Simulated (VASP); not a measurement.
Write the native input for VASP 6.6.1 that does the following.

```yaml
Task: single point
Functional: PBE
Potentials_or_basis: VASP PAW PBE potentials, release 64 (Mg, Se)
Cutoff: 520 eV
k_mesh: 3 × 3 × 4
Occupations: gaussian, width 0.2 eV
Spin: no spin polarisation
Dipole_correction: no
Further_INCAR_settings: ALGO = Normal; EDIFF = 1e-07; NBANDS = 20
```

The structure of Mg7Se lies in POSCAR:

```
Mg7Se
1.0
    6.1605334859      0.0000000000      0.0000000000
   -3.0802667429      5.3351784996      0.0000000000
    0.0000000000      0.0000000000      5.4475963592
Mg Se
7 1
Direct
    0.5013131435      0.0026262870      0.0000000000
    0.6684344890      0.8342172445      0.5000000000
    0.6666666667      0.3333333333      0.5000000000
    0.1657827555      0.8342172445      0.5000000000
   -0.0026262870      0.4986868565      0.0000000000
    0.5013131435      0.4986868565      0.0000000000
    0.1657827555      0.3315655110      0.5000000000
    0.0000000000      0.0000000000      0.0000000000
```

These files were run (other wordings do the same):

INCAR

```
SYSTEM = Mg7Se
PREC = Accurate ; ENCUT = 520
EDIFF = 1E-7 ; ISMEAR = 0
SIGMA = 0.2 ; LREAL = .False.
LASPH = .True. ; NELM = 60
ALGO = Normal ; ISIF = 2
LWAVE = .False. ; LCHARG = .False.
GGA = PE ; NBANDS = 20
```

KPOINTS

```
regular mesh
0
Gamma
  3 3 4
  0 0 0
```

Potentials or basis: VASP PAW PBE potentials, release 64 (Mg, Se).

The run is started by

```bash
$ cat potpaw_PBE.64/Mg/POTCAR potpaw_PBE.64/Se/POTCAR > POTCAR
$ mpirun -np 1 vasp_std > vasp.out
```

Results of the run:

```yaml
Pressure: -0.1 GPa
Largest_force: 0.005 eV/Å
Band_gap_on_the_k_mesh: zero (band 10 reaches 3.52 eV, above the bottom of band 11 at 2.77 eV)
```

Caveat: the k points lie up to 0.39 Å⁻¹ apart.

It took 32 s on 1 thread of Intel(R) Xeon(R) 6975P-C (Granite Rapids) (shared host), peak memory 0.29 GiB.
